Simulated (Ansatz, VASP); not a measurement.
## One calculation of BN, two programs

```
B N
1.0
     2.50435    0.00000    0.00000
    -1.25217    2.16883   -0.06506
     0.00000   -0.21057    7.01910
B N
2 2
Direct
  0.33333 0.66667 0.25000
  0.66667 0.33333 0.75000
  0.33333 0.66667 0.75000
  0.66667 0.33333 0.25000
```

Change from the starting cell: strain -0.0600 x Voigt [0, 0, 0, 1, 0, 0], atoms carried along.

Alike in both runs: task single point; functional PBEsol; k mesh 12 × 12 × 4; occupations gaussian, width 0.05 eV; no spin polarisation.

|  | VASP | Ansatz |
| --- | --- | --- |
| version | VASP 6.6.1 | Ansatz 0.2.0 |
| potentials or method | VASP PAW PBE potentials, release 64 (B, N), cutoff 520 eV | scalar-relativistic, plane waves, PAW |
| valence electrons in the cell | 16 | 16 |

Ansatz gave:

| Property | Result |
| --- | --- |
| gap on the k mesh at the Fermi level (eV) | 4.21 |
| least direct gap on the mesh (eV) | 4.38 |
| pressure (GPa) | -0.1 |
| traceless stress, the component that is largest in VASP (GPa) | 0.04 |

Estimate VASP's values.

gap on the k mesh at the Fermi level (eV): 4.20; least direct gap on the mesh (eV): 4.38; pressure (GPa): 0.1; traceless stress, the component that is largest in VASP (GPa): 0.25.

VASP's potentials were made for PBE, not for PBEsol. With one functional, cell and mesh, what is left measures potentials, basis and numerics.
